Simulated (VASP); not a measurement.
A run of VASP 6.6.1:

INCAR

```
ALGO = Normal
EDIFF = 1E-6
EDIFFG = -0.01
ENCUT = 600
GGA = RE
IBRION = 2
ISIF = 3
ISMEAR = -1
LASPH = T
LCHARG = F
LREAL = F
LWAVE = F
NELM = 80
NSW = 80
PREC = Accurate
SIGMA = 0.1
```

The input KPOINTS:

```
k-points
0
Gamma
  11 11 15
```

The input POSCAR:

```
C
1.0
    3.3438265309      0.0000000000      0.0000000000
   -1.6719132655      2.8958387216      0.0000000000
    0.0000000000      0.0000000000      2.0497656634
C
3
Direct
    0.0000000000      0.0000000000      0.0000000000
    0.3333333333      0.6666666667      0.5000000000
    0.6666666667      0.3333333333      0.5000000000
```

Potentials or basis: VASP PAW PBE potentials, release 64 (C).

Launch:

```console
$ cat potpaw_PBE.64/C/POTCAR > POTCAR
$ mpirun -np 1 vasp_std > vasp.out
```

Hardware: 1 thread of Intel Xeon 8259CL, with other jobs on the host.

How long does it take, and how much memory?

Wall time 7.5 min on 1 thread of Intel Xeon 8259CL, on a shared host, peak memory 0.16 GiB. Counts: scf iterations 149, k points 128, ion steps 24.
